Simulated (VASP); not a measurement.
Write the native input for VASP 6.6.1 that does the following.

```yaml
Task: single point
Functional: PBE
Potentials_or_basis: VASP PAW PBE potentials, release 64 (Si, O)
Cutoff: 520 eV
k_mesh: 1 × 1 × 1
Occupations: fermi-dirac, width 0.3102 eV
Spin: no spin polarisation
Dipole_correction: no
Further_INCAR_settings: LREAL = Auto; ALGO = Normal; EDIFF = 1e-07; NBANDS = 72; ISYM = 0
```

The structure of SiO2 lies in POSCAR:

```
SiO2
1.0
    6.6801160000      0.0097880000     -0.1947280000
    0.0097880000      6.8389880000     -0.1197180000
   -0.1947280000     -0.1197180000      6.8867160000
Si O
7 14
Direct
    0.5564353368      0.3938617628      0.8713832373
    0.0247732968      0.8253110580      0.6948905173
    0.5156216101      0.8774683667      0.7420649730
    0.8607367758      0.1088081384      0.0613395185
   -0.0445654259      0.4920757382      0.4191755819
    0.6520838300      1.0483955571      0.3594466215
    0.1825880788      1.1614743327      0.3710820071
    0.7819487919      0.3231561585     -0.1852035232
    0.1295188209      0.1703300992      1.0795054595
   -0.1409840497      0.8991970797      0.8618510672
    0.0504139146      0.9580412797      0.4042772762
    0.2754301356      0.7929892202     -0.2727854549
    0.8843242496      0.6197132302      1.2061353366
    0.4555651307      0.1637273748      0.3763479430
   -0.2911952128      0.9686325096      0.1320928415
    0.1378590080      0.3539873194      0.5025676480
    0.4822892546      0.0945845944      0.7875804230
    0.6185570055     -0.1850978216      0.5060279569
   -0.0312918379      0.6220962748      0.6127622694
    0.5746746583      0.6631233554      0.8856611843
    0.7996506197      0.2712827843      0.3220041016
```

The input as run:

INCAR

```
  PREC = Accurate
  ENCUT = 520
  EDIFF = 1E-7
  ISMEAR = -1
  SIGMA = 0.3102
  LREAL = Auto
  LASPH = True
  NELM = 100
  ALGO = Normal
  ISIF = 2
  LWAVE = False
  LCHARG = False
  GGA = PE
  NBANDS = 72
  ISYM = 0
```

KPOINTS

```
regular mesh
0
Gamma
  1 1 1
```

Potentials or basis: VASP PAW PBE potentials, release 64 (Si, O).

The run is started by

```bash
$ cat potpaw_PBE.64/Si/POTCAR potpaw_PBE.64/O/POTCAR > POTCAR
$ mpirun -np 1 vasp_gam > vasp.out
```

It gave:

| Property | Result |
| --- | --- |
| Pressure | -7.7 GPa |
| Largest force | 9.178 eV/Å |
| Band gap on the k mesh | 0.49 eV |

Caveat: the k points lie up to 0.94 Å⁻¹ apart.

Run time: 27 s on 1 thread of Intel(R) Xeon(R) 6975P-C (Granite Rapids), with other jobs on the host, peak memory 0.33 GiB.
